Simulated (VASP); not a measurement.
# TlPtN (P4/mmm) in VASP: notebook

Runs on TlPtN. Level: PBE. Tasks: single point, relaxation of cell and atoms.

All numbers are computed with VASP 6.6.1; they aren't measurements. Logs are shortened: lines on timing, memory, paths and dates and some standing lists are left out, and cuts for length are marked.

**1. The cell of the first run**

It takes space group P4/mmm (No. 123, tetragonal). The conventional cell has a = 4.155 Å, b = 4.155 Å, c = 7.721 Å, α = 90.00°, β = 90.00°, γ = 90.00°. Tl (site symmetry 4mm) has 4 Pt at 2.95 Å and 1 Tl at 3.15 Å and 4 N at 3.40 Å within 3.9 Å. Within 2.7 Å of Pt (site symmetry 4mm) lie 1 N at 2.00 Å and 1 Pt at 2.58 Å. Within 1.5 Å of N (site symmetry 4mm) lie 1 N at 1.14 Å.

The cell was generated, and may not be a known phase.

**2. Single point, PBE**

Input file INCAR:

```
PREC     = Accurate       # precision mode
ENCUT    = 700            # plane-wave cutoff, eV
EDIFF    = 1E-6           # SCF threshold, eV
ISMEAR   = 0              # smearing method
SIGMA    = 0.1            # smearing width, eV
LREAL    = F              # projectors in reciprocal space
LASPH    = T              # aspherical terms in the spheres
NELM     = 120            # most SCF steps
ALGO     = Normal         # electronic algorithm
ISIF     = 2              # what is computed and relaxed
LWAVE    = F              # write WAVECAR
LCHARG   = F              # write CHGCAR
GGA      = PE             # functional
NBANDS   = 45             # bands
GGA_COMPAT= F
```

Input file KPOINTS:

```
Automatic mesh
0
Gamma
  8 8 4
```

Input file POSCAR:

```
TlPtN
1.0
    4.1550427445      0.0000000000      0.0000000000
    0.0000000000      4.1550427445      0.0000000000
    0.0000000000      0.0000000000      7.7208488027
Tl Pt N
2 2 2
Direct
    0.0000000000      0.0000000000      0.7961542110
    0.0000000000      0.0000000000      0.2038457890
    0.5000000000      0.5000000000      0.1670136547
    0.5000000000      0.5000000000      0.8329863453
    0.5000000000      0.5000000000      0.4262027475
    0.5000000000      0.5000000000      0.5737972525
```

Potentials or basis: VASP PAW PBE potentials, release 64 (Tl_d, Pt_sv_GW, N).

Command:

```bash
$ cat potpaw_PBE.64/Tl_d/POTCAR potpaw_PBE.64/Pt_sv_GW/POTCAR potpaw_PBE.64/N/POTCAR > POTCAR
$ mpirun -np 1 vasp_std > vasp.out
```

OUTCAR:

```text
PREC = Accurate
   ENCUT = 700
   EDIFF = 1E-6
   ISMEAR = 0
   LREAL = F
   LASPH = T
   NELM = 120
   ISIF = 2
   GGA = PE

 ion  position               nearest neighbor table
   1  0.000  0.000  0.796-   4 2.95   4 2.95   4 2.95   4 2.95   2 3.15
   2  0.000  0.000  0.204-   3 2.95   3 2.95   3 2.95   3 2.95   1 3.15
   3  0.500  0.500  0.167-   5 2.00   4 2.58   2 2.95   2 2.95   2 2.95   2 2.95
   4  0.500  0.500  0.833-   6 2.00   3 2.58   1 2.95   1 2.95   1 2.95   1 2.95
   5  0.500  0.500  0.426-   6 1.14   3 2.00
   6  0.500  0.500  0.574-   5 1.14   4 2.00

  LATTYP: Found a simple tetragonal cell.
 ALAT       =     4.1550427445
 C/A-ratio  =     1.8581875753

  Lattice vectors:

 A1 = (   4.1550427445,   0.0000000000,   0.0000000000)
 A2 = (   0.0000000000,   4.1550427445,   0.0000000000)
 A3 = (   0.0000000000,   0.0000000000,   7.7208488027)

Analysis of symmetry for initial positions (statically):
=====================================================================
 Subroutine PRICEL returns:
 Original cell was already a primitive cell.

 Routine SETGRP: Setting up the symmetry group for a
 simple tetragonal supercell.

 Subroutine GETGRP returns: Found 16 space group operations
 (whereof 16 operations were pure point group operations)
 out of a pool of 16 trial point group operations.

The static configuration has the point symmetry D_4h.

Analysis of symmetry for dynamics (positions and initial velocities):
=====================================================================
 Subroutine PRICEL returns:
 Original cell was already a primitive cell.

 Routine SETGRP: Setting up the symmetry group for a
 simple tetragonal supercell.

 Subroutine GETGRP returns: Found 16 space group operations
 (whereof 16 operations were pure point group operations)
 out of a pool of 16 trial point group operations.

The dynamic configuration has the point symmetry D_4h.

 Subroutine INISYM returns: Found 16 space group operations
 (whereof 16 operations are pure point group operations),
 and found     1 'primitive' translations

----------------------------------------------------------------------------------------

                                     Primitive cell

  volume of cell :     133.2957

  direct lattice vectors                    reciprocal lattice vectors
     4.155042745  0.000000000  0.000000000     0.240671411  0.000000000  0.000000000
     0.000000000  4.155042745  0.000000000     0.000000000  0.240671411  0.000000000
     0.000000000  0.000000000  7.720848803     0.000000000  0.000000000  0.129519438

  length of vectors
     4.155042745  4.155042745  7.720848803     0.240671411  0.240671411  0.129519438

  position of ions in fractional coordinates (direct lattice)
     0.000000000  0.000000000  0.796154211
     0.000000000  0.000000000  0.203845789
     0.500000000  0.500000000  0.167013655
     0.500000000  0.500000000  0.832986345
     0.500000000  0.500000000  0.426202747
     0.500000000  0.500000000  0.573797253

  ion indices of the primitive-cell ions
   primitive index   ion index
                 1           1
                 2           2
                 3           3
                 4           4
                 5           5
                 6           6

----------------------------------------------------------------------------------------

 KPOINTS: Automatic mesh

Automatic generation of k-mesh.
 Grid dimensions read from file:
 generate k-points for:    8    8    4

 Generating k-lattice:

  Cartesian coordinates                     Fractional coordinates (reciprocal lattice)
     0.030083926  0.000000000  0.000000000     0.125000000  0.000000000  0.000000000
     0.000000000  0.030083926  0.000000000     0.000000000  0.125000000  0.000000000
     0.000000000  0.000000000  0.032379860     0.000000000  0.000000000  0.250000000

  Length of vectors
     0.030083926  0.030083926  0.032379860

  Shift w.r.t. Gamma in fractional coordinates (k-lattice)
     0.000000000  0.000000000  0.000000000

[... 47 lines left out ...]

 E-fermi :   5.0889     XC(G=0):  -9.8745

 val. band max:        5.0680622764   @ k =   0.1250   0.1250   0.0000
 cond. band min:       5.1298741914   @ k =   0.1250   0.1250   0.5000
 fundamental gap:      0.0618119150
 Fermi energy:         5.0888766615

 k-point     1 :       0.0000    0.0000    0.0000
  band No.  band energies     occupation
      1     -93.1788      2.00000
      2     -93.1636      2.00000
      3     -47.7487      2.00000
      4     -47.4916      2.00000
      5     -47.1716      2.00000
      6     -47.1716      2.00000
[... 37 lines left out ...]
     44       9.8040      0.00000
     45      11.4601      0.00000

 k-point     2 :       0.1250    0.0000    0.0000
  band No.  band energies     occupation
      1     -93.1788      2.00000
      2     -93.1636      2.00000
      3     -47.7487      2.00000
      4     -47.4916      2.00000
      5     -47.1718      2.00000
      6     -47.1716      2.00000
[... 37 lines left out ...]
     44      10.0625      0.00000
     45      11.6158      0.00000

 k-point     3 :       0.2500    0.0000    0.0000
  band No.  band energies     occupation
      1     -93.1789      2.00000
      2     -93.1636      2.00000
      3     -47.7486      2.00000
      4     -47.4916      2.00000
      5     -47.1723      2.00000
      6     -47.1716      2.00000
[... 37 lines left out ...]
     44      10.6667      0.00000
     45      11.7195      0.00000

 k-point     4 :       0.3750    0.0000    0.0000
  band No.  band energies     occupation
      1     -93.1789      2.00000
      2     -93.1636      2.00000
      3     -47.7486      2.00000
      4     -47.4916      2.00000
      5     -47.1728      2.00000
      6     -47.1716      2.00000
[... 901 lines left out ...]
     44      11.1188      0.00000
     45      12.3459      0.00000

 k-point    23 :       0.3750    0.1250    0.2500
  band No.  band energies     occupation
      1     -93.1788      2.00000
      2     -93.1636      2.00000
      3     -47.7486      2.00000
      4     -47.4916      2.00000
      5     -47.1727      2.00000
      6     -47.1718      2.00000
[... 37 lines left out ...]
     44      10.4885      0.00000
     45      11.5914      0.00000

 k-point    24 :       0.5000    0.1250    0.2500
  band No.  band energies     occupation
      1     -93.1788      2.00000
      2     -93.1636      2.00000
      3     -47.7486      2.00000
      4     -47.4916      2.00000
      5     -47.1729      2.00000
      6     -47.1718      2.00000
[... 37 lines left out ...]
     44      10.9257      0.00000
     45      11.0841      0.00000

 [... further k-points ...]

------------------------ aborting loop because EDIFF is reached ----------------------------------------

  FORCE on cell =-STRESS in cart. coord.  units (eV):
  Direction    XX          YY          ZZ          XY          YZ          ZX
  --------------------------------------------------------------------------------------
  -------------------------------------------------------------------------------------
  Total       -0.0879907     -0.0879907      0.8096698      0.0000000      0.0000000      0.0000000
  in kB       -1.0576237     -1.0576237      9.7320086      0.0000000      0.0000000      0.0000000
  external PRESSURE =       2.5389204 kB  Pullay stress =       0.0000000 kB

 VOLUME and BASIS-vectors are now :
 -----------------------------------------------------------------------------
  energy-cutoff  :      700.00
  volume of cell :      133.30
      direct lattice vectors                 reciprocal lattice vectors
     4.155042745  0.000000000  0.000000000     0.240671411  0.000000000  0.000000000
     0.000000000  4.155042745  0.000000000     0.000000000  0.240671411  0.000000000
     0.000000000  0.000000000  7.720848803     0.000000000  0.000000000  0.129519438

 POSITION                                       TOTAL-FORCE (eV/Angst)
 -----------------------------------------------------------------------------------
      0.00000      0.00000      6.14699         0.000000      0.000000     -0.003566
      0.00000      0.00000      1.57386         0.000000      0.000000      0.003566
      2.07752      2.07752      1.28949         0.000000     -0.000000      0.016562
      2.07752      2.07752      6.43136         0.000000     -0.000000     -0.016562
      2.07752      2.07752      3.29065         0.000000      0.000000     -0.904064
      2.07752      2.07752      4.43020         0.000000      0.000000      0.904064
 -----------------------------------------------------------------------------------
    total drift:                                0.000000      0.000000      0.000000

  FREE ENERGIE OF THE ION-ELECTRON SYSTEM (eV)
  ---------------------------------------------------
  free  energy   TOTEN  =       -32.2957080263 eV

  energy  without entropy=      -32.2913207054  energy(sigma->0) =      -32.29351437
```

Run time: 4.3 min. Hardware: 1 thread of Intel Xeon Platinum 8488C (Sapphire Rapids), shared host; peak memory 0.54 GiB.

What came out:

| Property | Result |
| --- | --- |
| Free energy | -32.2957 eV |
| Pressure | 0.3 GPa |
| Largest force | 0.904 eV/Å |
| Band gap on the k mesh | zero (bands 36 and 37 overlap by 1.26 eV) |

Forces in eV/Å, atoms in the order of the input:
```
Tl   0.000  0.000 -0.004
Tl   0.000  0.000  0.004
Pt   0.000  0.000  0.017
Pt   0.000  0.000 -0.017
N    0.000  0.000 -0.904
N    0.000  0.000  0.904
```

Stress tensor (GPa, compression positive):
```
-0.11  0.00  0.00
 0.00 -0.11  0.00
 0.00  0.00  0.97
```

Caveat: the standard files for N, O and F lose accuracy on very short bonds; spin-orbit coupling is left out, which moves the levels of the heavy elements.

**3. Relaxation of cell and atoms, PBE**

Input file INCAR:

```
PREC = Accurate
ENCUT = 600
EDIFF = 1E-6
ISMEAR = 0
SIGMA = 0.1
LREAL = False
LASPH = True
NELM = 100
ALGO = Normal
ISIF = 3
LWAVE = False
LCHARG = False
GGA = PE
IBRION = 2
NSW = 80
EDIFFG = -0.001
```

KPOINTS is that of step 2.

POSCAR is that of step 2.

Potentials or basis: VASP PAW PBE potentials, release 64 (Tl_d, Pt, N).

Command:

```bash
$ cat potpaw_PBE.64/Tl_d/POTCAR potpaw_PBE.64/Pt/POTCAR potpaw_PBE.64/N/POTCAR > POTCAR
$ mpirun -np 1 vasp_std > vasp.out
```

Wall time 19 min (1 thread of Intel Xeon 6975P-C (Granite Rapids), shared host); peak memory 0.45 GiB.

It converged, with:

```yaml
Free_energy: -32.3379 eV
Relaxed_volume: 22.19 Å³/atom
Relaxed_cell: a = 4.154 Å, b = 4.154 Å, c = 7.716 Å, α = 90.00°, β = 90.00°, γ = 90.00°
Space_group_after_relaxing_to_0.1_Å: P4/mmm (No. 123)
Energy_gained_by_relaxing: 0.6 meV/atom
Ionic_steps: 45
Pressure_after_relaxing: 0.0 GPa
Band_gap_on_the_k_mesh: zero (bands 28 and 29 overlap by 1.26 eV)
```

The path:
| step | energy change (eV) | largest force (eV/Å) | pressure (GPa) | volume (Å³) |
| --- | --- | --- | --- | --- |
| 1 | 0.0000 | 0.9067 | 0.25 | 133.30 |
| 3 | -0.0034 | 0.0511 | -0.17 | 133.35 |
| 5 | -0.0034 | 0.0267 | -0.13 | 133.35 |
| 7 | -0.0036 | 0.0125 | 0.01 | 133.14 |
| 9 | -0.0036 | 0.1115 | -0.06 | 133.15 |
| 11 | -0.0037 | 0.0077 | 0.00 | 133.15 |
| 13 | -0.0037 | 0.0252 | 0.00 | 133.14 |
| 15 | -0.0037 | 0.0048 | 0.00 | 133.14 |
| 17 | -0.0037 | 0.0025 | -0.01 | 133.14 |
| 19 | -0.0037 | 0.0059 | -0.02 | 133.12 |
| 21 | -0.0037 | 0.0102 | 0.01 | 133.12 |
| 23 | -0.0037 | 0.0082 | 0.00 | 133.12 |
| 25 | -0.0037 | 0.0047 | 0.01 | 133.12 |
| 27 | -0.0037 | 0.0062 | 0.01 | 133.13 |
| 29 | -0.0037 | 0.0131 | 0.00 | 133.14 |
| 31 | -0.0037 | 0.0021 | 0.00 | 133.14 |
| 33 | -0.0037 | 0.0011 | 0.00 | 133.13 |
| 35 | -0.0037 | 0.0149 | 0.01 | 133.12 |
| 37 | -0.0037 | 0.0058 | 0.00 | 133.13 |
| 39 | -0.0037 | 0.0054 | 0.00 | 133.13 |
| 41 | -0.0037 | 0.0015 | 0.00 | 133.13 |
| 43 | -0.0037 | 0.0016 | 0.00 | 133.13 |
| 45 | -0.0037 | 0.0009 | 0.00 | 133.13 |

Final structure:
```cif
data_structure
_symmetry_space_group_name_H-M 'P 1'
_symmetry_Int_Tables_number 1
_cell_length_a 4.1539
_cell_length_b 4.1539
_cell_length_c 7.7156
_cell_angle_alpha 90.000
_cell_angle_beta 90.000
_cell_angle_gamma 90.000
_cell_volume 133.13
loop_
_atom_site_label
_atom_site_type_symbol
_atom_site_fract_x
_atom_site_fract_y
_atom_site_fract_z
_atom_site_occupancy
Tl1 Tl 0.00000 0.00000 0.79603 1
Tl2 Tl 0.00000 0.00000 0.20397 1
Pt1 Pt 0.50000 0.50000 0.16683 1
Pt2 Pt 0.50000 0.50000 0.83317 1
N1 N 0.50000 0.50000 0.42564 1
N2 N 0.50000 0.50000 0.57436 1
```

Levels at points of the mesh, in eV from the Fermi level:
```tsv
k point	band 24	band 25	band 26	band 27	band 28	band 29	band 30	band 31	band 32	band 33
(0.00, 0.00, 0.00)	-2.30	-2.11	-1.82	-0.25	0.46	1.79	1.79	2.17	2.17	2.40
(0.50, 0.00, 0.00)	-2.55	-2.37	-2.24	-1.92	-1.80	0.97	1.93	1.96	2.72	4.59
(0.50, 0.50, 0.00)	-1.76	-1.10	-0.97	-0.97	-0.81	-0.63	-0.14	0.70	0.70	0.77
(0.00, 0.00, 0.50)	-1.82	-1.48	-1.48	0.44	0.54	0.54	0.56	2.45	2.50	3.35
(0.50, 0.00, 0.50)	-2.74	-2.03	-1.79	-1.44	-1.43	1.19	1.23	2.54	3.60	3.73
(0.50, 0.50, 0.50)	-1.74	-1.70	-1.70	-0.95	-0.88	-0.49	-0.44	0.89	0.89	2.01
```

Caveat: the standard files for N, O and F lose accuracy on very short bonds; spin-orbit coupling is left out, which moves the levels of the heavy elements.

**4. Relaxation of cell and atoms, PBE**

This run uses another cell than the first one, of 22.44 Å³/atom.

Input file INCAR:

```
ALGO     = Normal         # electronic algorithm
EDIFF    = 1E-7           # SCF threshold, eV
EDIFFG   = -0.01          # ionic threshold
ENCUT    = 600            # plane-wave cutoff, eV
GGA      = PE             # functional
IBRION   = 2              # ionic algorithm
ISIF     = 3              # what is computed and relaxed
ISMEAR   = 0              # smearing method
LASPH    = True           # aspherical terms in the spheres
LCHARG   = False          # write CHGCAR
LREAL    = False          # projectors in reciprocal space
LWAVE    = False          # write WAVECAR
NELM     = 80             # most SCF steps
NSW      = 100            # ionic steps
PREC     = Accurate       # precision mode
SIGMA    = 0.1            # smearing width, eV
```

Input file KPOINTS:

```
k-points
0
Gamma
  8 8 4
```

Input file POSCAR:

```
TlPtN
1.0
    4.1699334719      0.0000000000      0.0000000000
    0.0000000000      4.1699334719      0.0000000000
    0.0000000000      0.0000000000      7.7444118636
Tl Pt N
2 2 2
Direct
    0.0000000000      0.0000000000      0.7996635899
    0.0000000000      0.0000000000      0.2003364101
    0.5000000000      0.5000000000      0.1687991092
    0.5000000000      0.5000000000      0.8312008908
    0.5000000000      0.5000000000      0.4265255624
    0.5000000000      0.5000000000      0.5734744376
```

Command:

```bash
$ cat potpaw_PBE.64/Tl_d/POTCAR potpaw_PBE.64/Pt/POTCAR potpaw_PBE.64/N/POTCAR > POTCAR
$ mpirun -np 1 vasp_std > vasp.out
```

Run time: 18 min. Hardware: 1 thread of Intel Xeon 6975P-C (Granite Rapids), shared host; peak memory 0.45 GiB.

Results (log left out):

| Item | Value |
| --- | --- |
| Free energy | -32.3386 eV |
| Relaxed volume | 22.19 Å³/atom |
| Relaxed cell | a = 4.154 Å, b = 4.154 Å, c = 7.715 Å, α = 90.00°, β = 90.00°, γ = 90.00° |
| Space group after relaxing (to 0.1 Å) | P4/mmm (No. 123) |
| Energy gained by relaxing | 2.4 meV/atom |
| Ionic steps | 17 |
| Pressure after relaxing | 0.0 GPa |
| Largest force after relaxing | 0.005 eV/Å |
| Band gap on the k mesh | zero (bands 28 and 29 overlap by 1.26 eV) |

Forces on the atoms (eV/Å):
```
Tl   0.000  0.000 -0.002
Tl   0.000  0.000  0.002
Pt   0.000  0.000  0.004
Pt   0.000  0.000 -0.004
N    0.000  0.000  0.005
N    0.000  0.000 -0.005
```

The path:
| step | energy change (eV) | largest force (eV/Å) | pressure (GPa) | volume (Å³) |
| --- | --- | --- | --- | --- |
| 1 | 0.0000 | 1.1080 | -0.15 | 134.66 |
| 2 | 0.4302 | 7.5497 | -3.57 | 134.25 |
| 3 | -0.0059 | 0.2503 | -0.64 | 134.62 |
| 4 | -0.0059 | 0.2505 | -0.62 | 134.63 |
| 5 | -0.0117 | 0.1015 | 0.13 | 133.21 |
| 6 | -0.0117 | 0.1008 | 0.11 | 133.25 |
| 7 | -0.0129 | 0.0776 | 0.01 | 133.25 |
| 8 | -0.0129 | 0.0990 | -0.01 | 133.25 |
| 9 | -0.0111 | 0.6799 | -0.41 | 133.23 |
| 10 | -0.0131 | 0.0766 | -0.10 | 133.25 |
| 11 | -0.0137 | 0.0509 | -0.04 | 133.12 |
| 12 | -0.0143 | 0.0245 | 0.07 | 132.86 |
| 13 | -0.0144 | 0.0139 | 0.06 | 132.95 |
| 14 | -0.0145 | 0.0209 | 0.03 | 133.09 |
| 15 | -0.0145 | 0.0218 | 0.03 | 133.11 |
| 16 | -0.0143 | 0.2092 | -0.11 | 133.20 |
| 17 | -0.0145 | 0.0049 | 0.01 | 133.12 |

Final structure:
```xyz
6
Lattice="4.1538 0.0000 0.0000 0.0000 4.1538 0.0000 0.0000 0.0000 7.7149" Properties=species:S:1:pos:R:3 pbc="T T T"
Tl    4.1538    0.0000    6.1414
Tl    0.0000    0.0000    1.5735
Pt    2.0769    2.0769    1.2869
Pt    2.0769    2.0769    6.4280
N     2.0769    2.0769    3.2837
N     2.0769    2.0769    4.4312
```

Levels at points of the mesh, in eV from the Fermi level:
| k point | band 25 | band 26 | band 27 | band 28 | band 29 | band 30 | band 31 | band 32 |
| --- | --- | --- | --- | --- | --- | --- | --- | --- |
| (0.00, 0.00, 0.00) | -2.11 | -1.82 | -0.25 | 0.46 | 1.79 | 1.79 | 2.17 | 2.17 |
| (0.50, 0.00, 0.00) | -2.37 | -2.24 | -1.92 | -1.80 | 0.97 | 1.93 | 1.96 | 2.72 |
| (0.50, 0.50, 0.00) | -1.10 | -0.97 | -0.97 | -0.81 | -0.63 | -0.14 | 0.70 | 0.70 |
| (0.00, 0.00, 0.50) | -1.48 | -1.48 | 0.43 | 0.54 | 0.54 | 0.56 | 2.45 | 2.50 |
| (0.50, 0.00, 0.50) | -2.03 | -1.79 | -1.44 | -1.43 | 1.18 | 1.23 | 2.54 | 3.60 |
| (0.50, 0.50, 0.50) | -1.70 | -1.70 | -0.95 | -0.88 | -0.49 | -0.44 | 0.89 | 0.89 |

Caveat: the standard files for N, O and F lose accuracy on very short bonds; spin-orbit coupling is left out, which moves the levels of the heavy elements.

**5. The runs side by side**

| task | potentials or basis | cell | cutoff (eV) | gap on the mesh (eV) | pressure (GPa) | relaxed volume (Å³/atom) |
| --- | --- | --- | --- | --- | --- | --- |
| single point | VASP PAW PBE potentials, release 64 (Tl_d, Pt_sv_GW, N) | a = 4.155, b = 4.155, c = 7.721 Å, 6 atoms, atomic positions A | 700 | none | 0.3 | - |
| relaxation of cell and atoms | VASP PAW PBE potentials, release 64 (Tl_d, Pt, N) | relaxed from a = 4.155, b = 4.155, c = 7.721 Å, 6 atoms, atomic positions A | 600 | none | 0.0 | 22.19 |
| relaxation of cell and atoms | VASP PAW PBE potentials, release 64 (Tl_d, Pt, N) | relaxed from a = 4.170, b = 4.170, c = 7.744 Å, 6 atoms, atomic positions B | 600 | none | 0.0 | 22.19 |

Alike in all rows: level PBE; no spin polarisation; k mesh 8 × 8 × 4; smearing gaussian 0.1 eV.

Caveats: the standard files for N, O and F lose accuracy on very short bonds; spin-orbit coupling is left out, which moves the levels of the heavy elements.

Absolute energies hang on the potentials; compare differences alone.

The gap in the log of VASP goes by the Fermi energy; the results here count the filled bands.